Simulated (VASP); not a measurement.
# Pb (P6/mmm) in VASP: a series of runs

Runs on Pb. Level: LDA. Tasks: single point.

All numbers are computed with VASP 6.6.1; they aren't measurements. Logs are shortened: lines on timing, memory, paths and dates and some standing lists are left out, and cuts for length are marked.

**1. The cell of the first run**

The structure is hexagonal, space group P6/mmm (No. 191). The conventional cell has a = 5.574 Å, b = 5.574 Å, c = 3.386 Å, α = 90.00°, β = 90.00°, γ = 120.00°. Pb (site symmetry 6/mmm) has 14 Pb at 3.39 to 3.64 Å within 4.5 Å. Within 4.2 Å of Pb (site symmetry -6m2) lie 11 Pb at 3.22 to 3.64 Å.

This isn't the form of Pb at room conditions, which is fcc.

**2. Single point, LDA (30.37 Å³/atom)**

INCAR

```
SYSTEM = Pb
PREC = Accurate
ENCUT = 520
EDIFF = 1E-7
ISMEAR = -1
SIGMA = 0.1
LREAL = .FALSE.
LASPH = .TRUE.
NELM = 60
ALGO = Normal
ISIF = 2
LWAVE = .FALSE.
LCHARG = .FALSE.
NBANDS = 28
```

KPOINTS

```
regular mesh
0
G
  8 8 11
  0 0 0
```

POSCAR

```
Pb
1.0
    5.5736471199      0.0000000000      0.0000000000
   -2.7868235600      4.8269199976      0.0000000000
    0.0000000000      0.0000000000      3.3863080390
Pb
3
Direct
    0.0000000000      1.0000000000      0.0000000000
    0.3333333333      0.6666666667      0.5000000000
    0.6666666667      0.3333333333      0.5000000000
```

Potentials or basis: VASP PAW LDA potentials, release 64 (Pb_d).

Command:

```sh
$ cat potpaw_LDA.64/Pb_d/POTCAR > POTCAR
$ mpirun -np 1 vasp_std > vasp.out
```

OUTCAR:

```text
SYSTEM = Pb
   PREC = Accurate
   ENCUT = 520
   EDIFF = 1E-7
   ISMEAR = -1
   LREAL = .FALSE.
   LASPH = .TRUE.
   NELM = 60
   ISIF = 2

 ion  position               nearest neighbor table
   1  0.000  0.000  0.000-   2 3.64   3 3.64   2 3.64   3 3.64   3 3.64   3 3.64   2 3.64   2 3.64
                             3 3.64   3 3.64   2 3.64   2 3.64
   2  0.333  0.667  0.500-   3 3.22   3 3.22   3 3.22   1 3.64   1 3.64   1 3.64   1 3.64   1 3.64
                             1 3.64
   3  0.667  0.333  0.500-   2 3.22   2 3.22   2 3.22   1 3.64   1 3.64   1 3.64   1 3.64   1 3.64
                             1 3.64

  LATTYP: Found a hexagonal cell.
 ALAT       =     5.5736471199
 C/A-ratio  =     0.6075569490

  Lattice vectors:

 A1 = (   5.5736471199,   0.0000000000,   0.0000000000)
 A2 = (  -2.7868235600,   4.8269199976,   0.0000000000)
 A3 = (   0.0000000000,   0.0000000000,   3.3863080390)

Analysis of symmetry for initial positions (statically):
=====================================================================
 Subroutine PRICEL returns:
 Original cell was already a primitive cell.

 Routine SETGRP: Setting up the symmetry group for a
 hexagonal supercell.

 Subroutine GETGRP returns: Found 24 space group operations
 (whereof 24 operations were pure point group operations)
 out of a pool of 24 trial point group operations.

The static configuration has the point symmetry D_6h.

Analysis of symmetry for dynamics (positions and initial velocities):
=====================================================================
 Subroutine PRICEL returns:
 Original cell was already a primitive cell.

 Routine SETGRP: Setting up the symmetry group for a
 hexagonal supercell.

 Subroutine GETGRP returns: Found 24 space group operations
 (whereof 24 operations were pure point group operations)
 out of a pool of 24 trial point group operations.

The dynamic configuration has the point symmetry D_6h.

 Subroutine INISYM returns: Found 24 space group operations
 (whereof 24 operations are pure point group operations),
 and found     1 'primitive' translations

----------------------------------------------------------------------------------------

                                     Primitive cell

  volume of cell :      91.1037

  direct lattice vectors                    reciprocal lattice vectors
     5.573647120  0.000000000  0.000000000     0.179415736  0.103585723  0.000000000
    -2.786823560  4.826919998  0.000000000     0.000000000  0.207171447  0.000000000
     0.000000000  0.000000000  3.386308039     0.000000000  0.000000000  0.295306862

  length of vectors
     5.573647120  5.573647120  3.386308039     0.207171447  0.207171447  0.295306862

  position of ions in fractional coordinates (direct lattice)
     0.000000000  0.000000000  0.000000000
     0.333333333  0.666666667  0.500000000
     0.666666667  0.333333333  0.500000000

  ion indices of the primitive-cell ions
   primitive index   ion index
                 1           1
                 2           2
                 3           3

----------------------------------------------------------------------------------------

 KPOINTS: regular mesh

Automatic generation of k-mesh.
 Grid dimensions read from file:
 generate k-points for:    8    8   11

 Generating k-lattice:

  Cartesian coordinates                     Fractional coordinates (reciprocal lattice)
     0.022426967  0.012948215  0.000000000     0.125000000  0.000000000  0.000000000
     0.000000000  0.025896431  0.000000000     0.000000000  0.125000000  0.000000000
     0.000000000  0.000000000  0.026846078     0.000000000  0.000000000  0.090909091

  Length of vectors
     0.025896431  0.025896431  0.026846078

  Shift w.r.t. Gamma in fractional coordinates (k-lattice)
     0.000000000  0.000000000  0.000000000

 Subroutine IBZKPT returns following result:
 ===========================================

 Found     60 irreducible k-points:

 Following reciprocal coordinates:
            Coordinates               Weight
  0.000000  0.000000  0.000000      1.000000
  0.125000  0.000000  0.000000      6.000000
  0.250000  0.000000  0.000000      6.000000
  0.375000  0.000000  0.000000      6.000000
  0.500000  0.000000  0.000000      3.000000
  0.125000  0.125000  0.000000      6.000000
[... 16 lines left out ...]
  0.250000  0.000000  0.181818     12.000000
  0.375000  0.000000  0.181818     12.000000
 [... further k-points ...]
   k-points           NKPTS =     60   k-points in BZ     NKDIM =     60   number of bands    NBANDS=     28
   number of dos      NEDOS =    301   number of ions     NIONS =      3
   total plane-waves  NPLWV =  49392
   dimension x,y,z NGX =    42 NGY =   42 NGZ =   28
   dimension x,y,z NGXF=    84 NGYF=   84 NGZF=   56
   ions per type =               3
   NGX,Y,Z   is equivalent  to a cutoff of  12.53, 12.53, 13.75 a.u.
   NGXF,Y,Z  is equivalent  to a cutoff of  25.05, 25.05, 27.49 a.u.
 SYSTEM =  Pb
   PREC   = accura    normal or accurate (medium, high low for compatibility)
   ISTART =      0    job   : 0-new  1-cont  2-samecut
   ICHARG =      2    charge: 1-file 2-atom 10-const
   ISPIN  =      1    spin polarized calculation?
   LNONCOLLINEAR =      F non collinear calculations
   LSORBIT =      F    spin-orbit coupling
   LASPH  =      T    aspherical Exc in radial PAW
   ENCUT  =  520.0 eV  38.22 Ry    6.18 a.u.  10.36 10.36  6.30*2*pi/ulx,y,z
   NELM   =     60;   NELMIN=  2; NELMDL= -5     # of ELM steps
   EDIFF  = 0.1E-06   stopping-criterion for ELM
   LREAL  =      F    real-space projection
   EDIFFG = 0.1E-05   stopping-criterion for IOM
   NSW    =      0    number of steps for IOM
   IBRION =     -1    ionic relax: 0-MD 1-quasi-New 2-CG
   NFREE  =      0    steps in history (QN), initial steepest desc. (CG)
   ISIF   =      2    stress and relaxation
   ISYM   =      2    0-nonsym 1-usesym 2-fastsym
   POTIM  = 0.5000    time-step for ionic-motion
   TEBEG  =    0.0;   TEEND  =   0.0 temperature during run
   PSTRESS=    0.0 pullay stress
   NELECT =      42.0000    total number of electrons
   NUPDOWN=      -1.0000    fix difference up-down
   EMIN   =  10.00;   EMAX   =-10.00  energy-range for DOS
   EFERMI =   0.00;   METHOD = LEGACY
   ISMEAR =    -1;   SIGMA  =   0.10  broadening in eV -4-tet -1-fermi 0-gaus
   EFERMI_NEDOS =   21; number of points for ismear=-14 and -15
   IALGO  =     38    algorithm
   IMIX   =      4    mixing-type and parameters
     AMIX     =   0.40;   BMIX     =  1.00
     AMIX_MAG =   1.60;   BMIX_MAG =  1.00
  volume/ion in A,a.u.               =      30.37       204.93
  Fermi-wavevector in a.u.,A,eV,Ry     =   1.264676  2.389891 21.761229  1.599405
  Thomas-Fermi vector in A             =   2.397969
   LORBIT       =      0    0 simple, 1 ext, 2 COOP (PROOUT), +10 PAW based schemes
   GGA     = CA    functional components
   LHFCALC =     F    Hartree Fock is set to
   AEXX    =    0.0000 exact exchange contribution
   IVDW    =     0    specifies the selected vdW correction
   LEPSILON=     F    determine dielectric tensor
   LRPA    =     F    only Hartree local field effects (RPA)
 non-spin polarized calculation
  energy-cutoff  :      520.00
  volume of cell :       91.10
 maximum number of plane-waves:      2472
 NGX is ok and might be reduce to    42
   NGX = 21   NGY = 21   NGZ = 13

 number of electron      42.0000005 magnetization

 Free energy of the ion-electron system (eV)
  ---------------------------------------------------
  ext. energy  EPLUGINS =         0.00000000
  ---------------------------------------------------
  free energy    TOTEN  =       -12.64784745 eV

  energy without entropy =      -12.60866360  energy(sigma->0) =      -12.62825552

 E-fermi :   6.9453     XC(G=0): -10.4412

 val. band max:        6.9311773594   @ k =   0.1250   0.1250   0.1818
 cond. band min:       6.9640407462   @ k =   0.2500   0.0000   0.3636
 fundamental gap:      0.0328633869
 Fermi energy:         6.9453337964

 k-point     1 :       0.0000    0.0000    0.0000
  band No.  band energies     occupation
      1     -10.2542      2.00000
      2     -10.1222      2.00000
      3     -10.0584      2.00000
      4     -10.0584      2.00000
      5      -9.9967      2.00000
      6      -9.9967      2.00000
[... 20 lines left out ...]
     27      14.6024      0.00000
     28      14.7223      0.00000

 k-point     2 :       0.1250    0.0000    0.0000
  band No.  band energies     occupation
      1     -10.2504      2.00000
      2     -10.1235      2.00000
      3     -10.0611      2.00000
      4     -10.0594      2.00000
      5     -10.0006      2.00000
      6     -10.0003      2.00000
[... 20 lines left out ...]
     27      14.3461      0.00000
     28      14.4874      0.00000

 k-point     3 :       0.2500    0.0000    0.0000
  band No.  band energies     occupation
      1     -10.2409      2.00000
      2     -10.1292      2.00000
      3     -10.0765      2.00000
      4     -10.0674      2.00000
      5     -10.0354      2.00000
      6     -10.0194      2.00000
[... 20 lines left out ...]
     27      14.0868      0.00000
     28      14.2332      0.00000

 k-point     4 :       0.3750    0.0000    0.0000
  band No.  band energies     occupation
      1     -10.2316      2.00000
      2     -10.1434      2.00000
      3     -10.1019      2.00000
      4     -10.0735      2.00000
      5     -10.0471      2.00000
      6     -10.0417      2.00000
[... 20 lines left out ...]
     27      13.7855      0.00000
     28      14.5749      0.00000

 k-point     5 :       0.5000    0.0000    0.0000
  band No.  band energies     occupation
      1     -10.2279      2.00000
      2     -10.1529      2.00000
      3     -10.1084      2.00000
      4     -10.0757      2.00000
      5     -10.0572      2.00000
      6     -10.0429      2.00000
[... 20 lines left out ...]
     27      13.6758      0.00000
     28      14.4961      0.00000

 k-point     6 :       0.1250    0.1250    0.0000
  band No.  band energies     occupation
      1     -10.2437      2.00000
      2     -10.1266      2.00000
      3     -10.0693      2.00000
      4     -10.0646      2.00000
      5     -10.0276      2.00000
      6     -10.0163      2.00000
[... 463 lines left out ...]
      5     -10.0528      2.00000
      6     -10.0378      2.00000
[... 20 lines left out ...]
     27      13.5101      0.00000
     28      15.3282      0.00000

 k-point    22 :       0.1250    0.0000    0.1818
  band No.  band energies     occupation
      1     -10.1479      2.00000
      2     -10.0861      2.00000
      3     -10.0829      2.00000
      4     -10.0643      2.00000
      5     -10.0564      2.00000
      6     -10.0209      2.00000
[... 20 lines left out ...]
     27      13.3288      0.00000
     28      15.4778      0.00000

 k-point    23 :       0.2500    0.0000    0.1818
  band No.  band energies     occupation
      1     -10.1421      2.00000
      2     -10.1082      2.00000
      3     -10.0889      2.00000
      4     -10.0647      2.00000
      5     -10.0550      2.00000
      6     -10.0089      2.00000
[... 20 lines left out ...]
     27      12.6004      0.00000
     28      14.9962      0.00000

 k-point    24 :       0.3750    0.0000    0.1818
  band No.  band energies     occupation
      1     -10.1351      2.00000
      2     -10.1226      2.00000
      3     -10.0956      2.00000
      4     -10.0709      2.00000
      5     -10.0575      2.00000
      6     -10.0096      2.00000
[... 20 lines left out ...]
     27      11.6059      0.00000
     28      14.2688      0.00000

 [... further k-points ...]

------------------------ aborting loop because EDIFF is reached ----------------------------------------

  FORCE on cell =-STRESS in cart. coord.  units (eV):
  Direction    XX          YY          ZZ          XY          YZ          ZX
  --------------------------------------------------------------------------------------
  -------------------------------------------------------------------------------------
  Total       -0.7786116     -0.7786116     -1.3509320      0.0000000     -0.0000000      0.0000000
  in kB      -13.6929003    -13.6929003    -23.7578992      0.0000000     -0.0000000      0.0000000
  external PRESSURE =     -17.0479000 kB  Pullay stress =       0.0000000 kB

 VOLUME and BASIS-vectors are now :
 -----------------------------------------------------------------------------
  energy-cutoff  :      520.00
  volume of cell :       91.10
      direct lattice vectors                 reciprocal lattice vectors
     5.573647120  0.000000000  0.000000000     0.179415736  0.103585723  0.000000000
    -2.786823560  4.826919998  0.000000000     0.000000000  0.207171447  0.000000000
     0.000000000  0.000000000  3.386308039     0.000000000  0.000000000  0.295306862

 POSITION                                       TOTAL-FORCE (eV/Angst)
 -----------------------------------------------------------------------------------
      0.00000      0.00000      0.00000         0.000000      0.000000      0.000000
     -0.00000      3.21795      1.69315         0.000000      0.000000      0.000000
      2.78682      1.60897      1.69315        -0.000000      0.000000      0.000000
 -----------------------------------------------------------------------------------
    total drift:                                0.000000      0.000000     -0.000000

  FREE ENERGIE OF THE ION-ELECTRON SYSTEM (eV)
  ---------------------------------------------------
  free  energy   TOTEN  =       -12.6478474452 eV

  energy  without entropy=      -12.6086636011  energy(sigma->0) =      -12.62825552
```

It took 98 s on 1 thread of Intel Xeon 6975P-C (Granite Rapids), shared host; peak memory 0.24 GiB.

Results:

```
Free energy            : -12.6478 eV
Pressure               : -1.7 GPa
Band gap on the k mesh : zero (bands 21 and 22 overlap by 3.67 eV)
```

Stress tensor (GPa, compression positive):
```
-1.37  0.00  0.00
 0.00 -1.37  0.00
 0.00  0.00 -2.38
```

Levels at points of the mesh, in eV from the Fermi level:
```tsv
k point	band 19	band 20	band 21	band 22	band 23	band 24
(0.00, 0.00, 0.00)	-2.10	-2.10	-1.99	-1.99	2.91	7.00
(0.50, 0.00, 0.00)	-4.04	0.61	0.68	2.95	3.25	3.98
```

Caveat: spin-orbit coupling is left out, which moves the levels of the heavy elements.

**3. Single point, LDA (31.54 Å³/atom)**

This run uses another cell than the first one, of 31.54 Å³/atom.

INCAR

```
SYSTEM = Pb
  PREC = Accurate
  ENCUT = 520
  EDIFF = 1E-7
  ISMEAR = -1
  SIGMA = 0.1
  LREAL = .FALSE.
  LASPH = .TRUE.
  NELM = 80
  ALGO = Normal
  ISIF = 2
  LWAVE = .FALSE.
  LCHARG = .TRUE.
  LELF = .TRUE.
  LVHAR = .TRUE.
  NBANDS = 28
```

KPOINTS

```
Automatic mesh
0
G
  8 8 11
  0 0 0
```

POSCAR

```
Pb
1.0
    5.6442071057      0.0000000000      0.0000000000
   -2.8221035529      4.8880267377      0.0000000000
    0.0000000000      0.0000000000      3.4291772487
Pb
3
Direct
    0.0000000000      1.0000000000      0.0000000000
    0.3333333333      0.6666666667      0.5000000000
    0.6666666667      0.3333333333      0.5000000000
```

Potentials or basis: VASP PAW LDA potentials, release 64 (Pb_d).

Command:

```sh
$ cat potpaw_LDA.64/Pb_d/POTCAR > POTCAR
$ mpirun -np 1 vasp_std > vasp.out
```

It took 78 s on 1 thread of Intel Xeon 6975P-C (Granite Rapids), shared host; peak memory 0.25 GiB.

The run converged. Its results:

```yaml
Free_energy: -12.5953 eV
Pressure: -3.2 GPa
Band_gap_on_the_k_mesh: zero (bands 21 and 22 overlap by 3.53 eV)
```

Stress tensor (GPa, compression positive):
```
-2.95  0.00  0.00
 0.00 -2.95  0.00
 0.00  0.00 -3.71
```

Levels at points of the mesh, in eV from the Fermi level:
```tsv
k point	band 19	band 20	band 21	band 22	band 23	band 24
(0.00, 0.00, 0.00)	-2.00	-2.00	-1.89	-1.89	2.84	6.85
(0.50, 0.00, 0.00)	-3.86	0.53	0.60	2.87	3.18	3.86
```

Caveat: the cell stands under tension; spin-orbit coupling is left out, which moves the levels of the heavy elements.
